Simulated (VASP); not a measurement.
# MgZn2Te3 (P6_3mc) in VASP: relaxation of cell and atoms with PBE

Aim: the relaxation of cell and atoms of MgZn2Te3 with PBE.

Program: VASP 6.6.1. These are calculated values, not measurements. Logs are shortened: lines on timing, memory, paths and dates and some standing lists are left out, and cuts for length are marked.

**1. The cell of the first run**

It takes space group P6_3mc (No. 186, hexagonal). The conventional cell has a = 4.433 Å, b = 4.433 Å, c = 21.977 Å, α = 90.00°, β = 90.00°, γ = 120.00°. Mg (site symmetry 3m) has 4 Te at 2.77 to 2.83 Å within 3.6 Å. Within 3.5 Å of Zn (site symmetry 3m) lie 4 Te at 2.68 to 2.70 Å. Zn (site symmetry 3m) has 4 Te at 2.68 to 2.71 Å within 3.5 Å. Within 3.6 Å of Te (site symmetry 3m) lie 3 Zn at 2.71 Å and 1 Mg at 2.83 Å. Within 3.5 Å of Te (site symmetry 3m) lie 1 Zn at 2.68 Å and 3 Mg at 2.77 Å. Within 3.5 Å of Te (site symmetry 3m) lie 4 Zn at 2.68 to 2.70 Å.

**2. Relaxation of cell and atoms, PBE**

File INCAR:

```
SYSTEM = MgZn2Te3
PREC = Accurate ; ENCUT = 600
EDIFF = 1E-7 ; ISMEAR = 0
SIGMA = 0.02 ; LREAL = .False.
LASPH = .True. ; NELM = 100
ALGO = Normal ; ISIF = 3
LWAVE = .False. ; LCHARG = .False.
GGA = PE ; IBRION = 2
NSW = 100 ; EDIFFG = -0.01
```

File KPOINTS:

```
regular mesh
0
Gamma
  6 6 2
  0 0 0
```

File POSCAR:

```
MgZn2Te3
1.0
    4.4330759000      0.0000000000      0.0000000000
   -2.2165380000      3.8391564000      0.0000000000
    0.0000000000      0.0000000000     21.9772526000
Mg Zn Te
2 4 6
Direct
    0.3333333000      0.6666667000      0.0023200000
    0.6666667000      0.3333333000      0.5023200000
    0.3333333000      0.6666667000      0.3326630000
    0.3333333000      0.6666667000      0.6711030000
    0.6666667000      0.3333333000      0.1711030000
    0.6666667000      0.3333333000      0.8326630000
    0.3333333000      0.6666667000      0.1310580000
    0.3333333000      0.6666667000      0.4546270000
    0.3333333000      0.6666667000      0.7932300000
    0.6666667000      0.3333333000      0.2932300000
    0.6666667000      0.3333333000      0.6310580000
    0.6666667000      0.3333333000      0.9546270000
```

Potentials or basis: VASP PAW PBE potentials, release 64 (Mg, Zn, Te).

Command:

```sh
$ cat potpaw_PBE.64/Mg/POTCAR potpaw_PBE.64/Zn/POTCAR potpaw_PBE.64/Te/POTCAR > POTCAR
$ mpirun -np 1 vasp_std > vasp.out
```

OUTCAR:

```text
SYSTEM = MgZn2Te3
   PREC = Accurate
   ENCUT = 600
   EDIFF = 1E-7
   ISMEAR = 0
   LREAL = .False.
   LASPH = .True.
   NELM = 100
   ISIF = 3
   GGA = PE
   IBRION = 2
   NSW = 100
   EDIFFG = -0.01

 ion  position               nearest neighbor table
   1  0.333  0.667  0.002-  12 2.77  12 2.77  12 2.77   7 2.83
   2  0.667  0.333  0.502-   8 2.77   8 2.77   8 2.77  11 2.83
   3  0.333  0.667  0.333-   8 2.68  10 2.70  10 2.70  10 2.70
   4  0.333  0.667  0.671-   9 2.68  11 2.71  11 2.71  11 2.71
   5  0.667  0.333  0.171-  10 2.68   7 2.71   7 2.71   7 2.71
   6  0.667  0.333  0.833-  12 2.68   9 2.70   9 2.70   9 2.70
   7  0.333  0.667  0.131-   5 2.71   5 2.71   5 2.71   1 2.83
   8  0.333  0.667  0.455-   3 2.68   2 2.77   2 2.77   2 2.77
   9  0.333  0.667  0.793-   4 2.68   6 2.70   6 2.70   6 2.70
  10  0.667  0.333  0.293-   5 2.68   3 2.70   3 2.70   3 2.70
  11  0.667  0.333  0.631-   4 2.71   4 2.71   4 2.71   2 2.83
  12  0.667  0.333  0.955-   6 2.68   1 2.77   1 2.77   1 2.77

  LATTYP: Found a hexagonal cell.
 ALAT       =     4.4330759000
 C/A-ratio  =     4.9575628967

  Lattice vectors:

 A1 = (   4.4330759000,   0.0000000000,   0.0000000000)
 A2 = (  -2.2165380000,   3.8391564000,   0.0000000000)
 A3 = (   0.0000000000,   0.0000000000,  21.9772526000)

Analysis of symmetry for initial positions (statically):
=====================================================================
 Subroutine PRICEL returns:
 Original cell was already a primitive cell.

 Routine SETGRP: Setting up the symmetry group for a
 hexagonal supercell.

 Subroutine GETGRP returns: Found 12 space group operations
 (whereof  6 operations were pure point group operations)
 out of a pool of 24 trial point group operations.

The static configuration has the point symmetry C_3v.
 The point group associated with its full space group is C_6v.

Analysis of symmetry for dynamics (positions and initial velocities):
=====================================================================
 Subroutine PRICEL returns:
 Original cell was already a primitive cell.

 Routine SETGRP: Setting up the symmetry group for a
 hexagonal supercell.

 Subroutine GETGRP returns: Found 12 space group operations
 (whereof  6 operations were pure point group operations)
 out of a pool of 24 trial point group operations.

The dynamic configuration has the point symmetry C_3v.
 The point group associated with its full space group is C_6v.

 Subroutine INISYM returns: Found 12 space group operations
 (whereof  6 operations are pure point group operations),
 and found     1 'primitive' translations

----------------------------------------------------------------------------------------

                                     Primitive cell

  volume of cell :     374.0368

  direct lattice vectors                    reciprocal lattice vectors
     4.433075900  0.000000000  0.000000000     0.225577009  0.130236948  0.000000000
    -2.216538000  3.839156400  0.000000000     0.000000000  0.260473890  0.000000000
     0.000000000  0.000000000 21.977252600     0.000000000  0.000000000  0.045501593

  length of vectors
     4.433075900  4.433075972 21.977252600     0.260473894  0.260473890  0.045501593

  position of ions in fractional coordinates (direct lattice)
     0.333333300  0.666666700  0.002320000
     0.666666700  0.333333300  0.502320000
     0.333333300  0.666666700  0.332663000
     0.333333300  0.666666700  0.671103000
     0.666666700  0.333333300  0.171103000
     0.666666700  0.333333300  0.832663000
     0.333333300  0.666666700  0.131058000
     0.333333300  0.666666700  0.454627000
     0.333333300  0.666666700  0.793230000
     0.666666700  0.333333300  0.293230000
     0.666666700  0.333333300  0.631058000
     0.666666700  0.333333300  0.954627000

  ion indices of the primitive-cell ions
   primitive index   ion index
                 1           1
                 2           2
                 3           3
                 4           4
                 5           5
                 6           6
                 7           7
                 8           8
                 9           9
                10          10
                11          11
                12          12

----------------------------------------------------------------------------------------

 KPOINTS: regular mesh

Automatic generation of k-mesh.
 Grid dimensions read from file:
 generate k-points for:    6    6    2

 Generating k-lattice:

  Cartesian coordinates                     Fractional coordinates (reciprocal lattice)
     0.037596168  0.021706158  0.000000000     0.166666667  0.000000000  0.000000000
     0.000000000  0.043412315  0.000000000     0.000000000  0.166666667  0.000000000
     0.000000000  0.000000000  0.022750796     0.000000000  0.000000000  0.500000000

  Length of vectors
     0.043412316  0.043412315  0.022750796

  Shift w.r.t. Gamma in fractional coordinates (k-lattice)
     0.000000000  0.000000000  0.000000000

 Subroutine IBZKPT returns following result:
 ===========================================

 Found     14 irreducible k-points:

 Following reciprocal coordinates:
            Coordinates               Weight
  0.000000  0.000000  0.000000      1.000000
  0.166667  0.000000  0.000000      6.000000
  0.333333 -0.000000  0.000000      6.000000
  0.500000 -0.000000  0.000000      3.000000
  0.166667  0.166667  0.000000      6.000000
  0.333333  0.166667  0.000000     12.000000
  0.333333  0.333333  0.000000      2.000000
  0.000000  0.000000  0.500000      1.000000
  0.166667  0.000000  0.500000      6.000000
  0.333333 -0.000000  0.500000      6.000000
  0.500000 -0.000000  0.500000      3.000000
  0.166667  0.166667  0.500000      6.000000
  0.333333  0.166667  0.500000     12.000000
  0.333333  0.333333  0.500000      2.000000
   k-points           NKPTS =     14   k-points in BZ     NKDIM =     14   number of bands    NBANDS=     52
   number of dos      NEDOS =    301   number of ions     NIONS =     12
   total plane-waves  NPLWV = 233280
   dimension x,y,z NGX =    36 NGY =   36 NGZ =  180
   dimension x,y,z NGXF=    72 NGYF=   72 NGZF=  360
   ions per type =               2   4   6
   NGX,Y,Z   is equivalent  to a cutoff of  13.50, 13.50, 13.62 a.u.
   NGXF,Y,Z  is equivalent  to a cutoff of  27.00, 27.00, 27.23 a.u.
 SYSTEM =  MgZn2Te3
   PREC   = accura    normal or accurate (medium, high low for compatibility)
   ISTART =      0    job   : 0-new  1-cont  2-samecut
   ICHARG =      2    charge: 1-file 2-atom 10-const
   ISPIN  =      1    spin polarized calculation?
   LNONCOLLINEAR =      F non collinear calculations
   LSORBIT =      F    spin-orbit coupling
   LASPH  =      T    aspherical Exc in radial PAW
   ENCUT  =  600.0 eV  44.10 Ry    6.64 a.u.   8.85  8.85 43.89*2*pi/ulx,y,z
   NELM   =    100;   NELMIN=  2; NELMDL= -5     # of ELM steps
   EDIFF  = 0.1E-06   stopping-criterion for ELM
   LREAL  =      F    real-space projection
   EDIFFG = -.1E-01   stopping-criterion for IOM
   NSW    =    100    number of steps for IOM
   IBRION =      2    ionic relax: 0-MD 1-quasi-New 2-CG
   NFREE  =      1    steps in history (QN), initial steepest desc. (CG)
   ISIF   =      3    stress and relaxation
   ISYM   =      2    0-nonsym 1-usesym 2-fastsym
   POTIM  = 0.5000    time-step for ionic-motion
   TEBEG  =    0.0;   TEEND  =   0.0 temperature during run
   PSTRESS=    0.0 pullay stress
   NELECT =      88.0000    total number of electrons
   NUPDOWN=      -1.0000    fix difference up-down
   EMIN   =  10.00;   EMAX   =-10.00  energy-range for DOS
   EFERMI =   0.00;   METHOD = LEGACY
   ISMEAR =     0;   SIGMA  =   0.02  broadening in eV -4-tet -1-fermi 0-gaus
   EFERMI_NEDOS =   21; number of points for ismear=-14 and -15
   IALGO  =     38    algorithm
   IMIX   =      4    mixing-type and parameters
     AMIX     =   0.40;   BMIX     =  1.00
     AMIX_MAG =   1.60;   BMIX_MAG =  1.00
  volume/ion in A,a.u.               =      31.17       210.34
  Fermi-wavevector in a.u.,A,eV,Ry     =   1.010643  1.909838 13.896970  1.021398
  Thomas-Fermi vector in A             =   2.143644
   LORBIT       =      0    0 simple, 1 ext, 2 COOP (PROOUT), +10 PAW based schemes
   GGA     = PE    functional components
   LHFCALC =     F    Hartree Fock is set to
   AEXX    =    0.0000 exact exchange contribution
   IVDW    =     0    specifies the selected vdW correction
   LEPSILON=     F    determine dielectric tensor
   LRPA    =     F    only Hartree local field effects (RPA)
 conjugate gradient relaxation of ions
 non-spin polarized calculation
 Gauss-broadening in eV      SIGMA  =   0.02
  energy-cutoff  :      600.00
  volume of cell :      374.04
 maximum number of plane-waves:     12558
 NGX is ok and might be reduce to    36
   NGX = 17   NGY = 17   NGZ = 87

--------------------------------------- Ionic step        1  -------------------------------------------

 number of electron      87.9999978 magnetization

 Free energy of the ion-electron system (eV)
  ---------------------------------------------------
  ext. energy  EPLUGINS =         0.00000000
  ---------------------------------------------------
  free energy    TOTEN  =       -33.32917796 eV

  energy without entropy =      -33.32917796  energy(sigma->0) =      -33.32917796

------------------------ aborting loop because EDIFF is reached ----------------------------------------

  FORCE on cell =-STRESS in cart. coord.  units (eV):
  Direction    XX          YY          ZZ          XY          YZ          ZX
  --------------------------------------------------------------------------------------
  -------------------------------------------------------------------------------------
  Total        0.0097977      0.0097977      0.0009209     -0.0000000      0.0000000     -0.0000000
  in kB        0.0419681      0.0419681      0.0039447     -0.0000000      0.0000000     -0.0000000
  external PRESSURE =       0.0292936 kB  Pullay stress =       0.0000000 kB
[... 77 lines left out ...]
  energy  without entropy=      -33.3292230992  energy(sigma->0) =      -33.32922310

--------------------------------------- Ionic step        3  -------------------------------------------

 number of electron      87.9999979 magnetization

 Free energy of the ion-electron system (eV)
  ---------------------------------------------------
  ext. energy  EPLUGINS =         0.00000000
  ---------------------------------------------------
  free energy    TOTEN  =       -33.32924880 eV

  energy without entropy =      -33.32924880  energy(sigma->0) =      -33.32924880

 E-fermi :   2.5695     XC(G=0):  -8.4013

 val. band max:        2.4761530292   @ k =   0.0000   0.0000   0.0000
 cond. band min:       3.7076259116   @ k =   0.0000   0.0000   0.0000
 fundamental gap:      1.2314728824
 Fermi energy:         2.5695425609

 k-point     1 :       0.0000    0.0000    0.0000
  band No.  band energies     occupation
      1      -8.6696      2.00000
      2      -8.6145      2.00000
      3      -8.3398      2.00000
      4      -8.1911      2.00000
      5      -7.9492      2.00000
      6      -7.8494      2.00000
[... 798 lines left out ...]
  FREE ENERGIE OF THE ION-ELECTRON SYSTEM (eV)
  ---------------------------------------------------
  free  energy   TOTEN  =       -33.3292487956 eV

  energy  without entropy=      -33.3292487956  energy(sigma->0) =      -33.32924880

 reached required accuracy - stopping structural energy minimisation
```

Wall time 19 min (1 thread of Oxide Virtual Turin-like, shared host); peak memory 0.71 GiB.

Results:

```yaml
Free_energy: -33.3292 eV
Relaxed_volume: 31.18 Å³/atom
Relaxed_cell: a = 4.434 Å, b = 4.434 Å, c = 21.977 Å, α = 90.00°, β = 90.00°, γ = 120.00°
Space_group_after_relaxing_to_0.1_Å: P6_3mc (No. 186)
Energy_gained_by_relaxing: 0.0 meV/atom
Ionic_steps: 3
Pressure_after_relaxing: 0.0 GPa
Largest_force_after_relaxing: 0.006 eV/Å
Band_gap_on_the_k_mesh: 1.23 eV
```

Forces on the atoms (eV/Å):
```
Mg   0.000  0.000 -0.002
Mg   0.000  0.000 -0.002
Zn   0.000  0.000  0.006
Zn   0.000  0.000 -0.004
Zn   0.000  0.000 -0.004
Zn   0.000  0.000  0.006
Te   0.000  0.000  0.000
Te   0.000  0.000  0.003
Te   0.000  0.000 -0.002
Te   0.000  0.000 -0.002
Te   0.000  0.000  0.000
Te   0.000  0.000  0.003
```

Final structure:
```
Mg Zn Te
1.0
     4.43352    0.00000    0.00000
    -2.21676    3.83954    0.00000
     0.00000    0.00000   21.97746
Mg Zn Te
2 4 6
Direct
  0.33333 0.66667 0.00236
  0.66667 0.33333 0.50236
  0.33333 0.66667 0.33265
  0.33333 0.66667 0.67109
  0.66667 0.33333 0.17109
  0.66667 0.33333 0.83265
  0.33333 0.66667 0.13096
  0.33333 0.66667 0.45470
  0.33333 0.66667 0.79325
  0.66667 0.33333 0.29325
  0.66667 0.33333 0.63096
  0.66667 0.33333 0.95470
```

Caveat: spin-orbit coupling is left out, which moves the levels of the heavy elements.
